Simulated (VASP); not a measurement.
# Al: relaxation of cell and atoms with PBEsol

Crystal: Al.

```
CELL_PARAMETERS angstrom
2.81828 0.00000 0.00000
-1.40914 2.44070 0.00000
0.00000 0.00000 9.26296
ATOMIC_POSITIONS crystal
Al 0.00000 0.00000 0.00000
Al 0.33333 0.66667 0.25000
Al 0.00000 0.00000 0.50000
Al 0.66667 0.33333 0.75000
```

This isn't the form of Al at room conditions, which is fcc.

| Quantity | Value |
| --- | --- |
| Program | VASP 6.6.1 |
| Task | relaxation of cell and atoms |
| Functional | PBEsol |
| Potentials or basis | VASP PAW PBE potentials, release 64 (Al) |
| Cutoff | 600 eV |
| k mesh | 18 × 18 × 6 |
| Occupations | gaussian, width 0.1 eV |
| Spin | no spin polarisation |
| Target pressure | 2 GPa |
| Dipole correction | no |
| Further INCAR settings | ALGO = Fast; EDIFF = 1e-07; IBRION = 2; EDIFFG = -0.008; NSW = 70; ISIF = 3 |

| Item | Value |
| --- | --- |
| Relaxed volume | 15.88 Å³/atom |
| Relaxed cell | a = 2.816 Å, b = 2.816 Å, c = 9.251 Å, α = 90.00°, β = 90.00°, γ = 120.00° |
| Space group after relaxing (to 0.1 Å) | P6_3/mmc (No. 194) |
| Energy change on relaxing (the run minimises the enthalpy) | +0.6 meV/atom |
| Ionic steps | 3 |
| Pressure after relaxing | 2.0 GPa |
| Band gap on the k mesh | zero (bands 6 and 7 overlap by 5.49 eV) |

Step by step:
| step | energy change (eV) | largest force (eV/Å) | pressure (GPa) | volume (Å³) |
| --- | --- | --- | --- | --- |
| 1 | 0.0000 | 0.0000 | 1.72 | 63.72 |
| 2 | 0.0030 | 0.0000 | 2.08 | 63.46 |
| 3 | 0.0024 | 0.0000 | 2.01 | 63.51 |

Final structure:
```yaml
crystal:
  lattice:
    - [2.81559, 0.00000, 0.00000]
    - [-1.40779, 2.43837, 0.00000]
    - [0.00000, 0.00000, 9.25098]
  atoms:
    - { symbol: Al, position: [0.00000, 0.00000, 0.00000] }
    - { symbol: Al, position: [0.33333, 0.66667, 0.25000] }
    - { symbol: Al, position: [0.00000, 0.00000, 0.50000] }
    - { symbol: Al, position: [0.66667, 0.33333, 0.75000] }
```

Levels at points of the mesh, in eV from the Fermi level:
| k point | band 2 | band 3 | band 4 | band 5 | band 6 | band 7 | band 8 | band 9 | band 10 |
| --- | --- | --- | --- | --- | --- | --- | --- | --- | --- |
| (0.00, 0.00, 0.00) | -9.67 | -9.66 | -4.77 | -4.49 | 3.41 | 3.42 | 11.06 | 11.06 | 11.19 |
| (0.50, 0.00, 0.00) | -5.28 | -4.00 | -3.95 | -3.34 | -3.28 | 0.82 | 1.25 | 1.35 | 1.69 |
| (0.00, 0.00, 0.50) | -10.95 | -7.55 | -7.55 | -0.95 | -0.95 | 8.34 | 8.34 | 11.39 | 11.39 |
| (0.50, 0.00, 0.50) | -4.95 | -4.87 | -4.87 | -1.88 | -1.88 | -1.21 | -1.21 | 4.64 | 4.64 |

It took 4 min on 1 thread of Intel Xeon 8259CL (shared host), peak memory 0.26 GiB.

Caveat: the cell is relaxed towards a set pressure, so the run minimises the enthalpy, not the energy; the PAW data sets were made with another functional, which shifts forces and pressure a little.
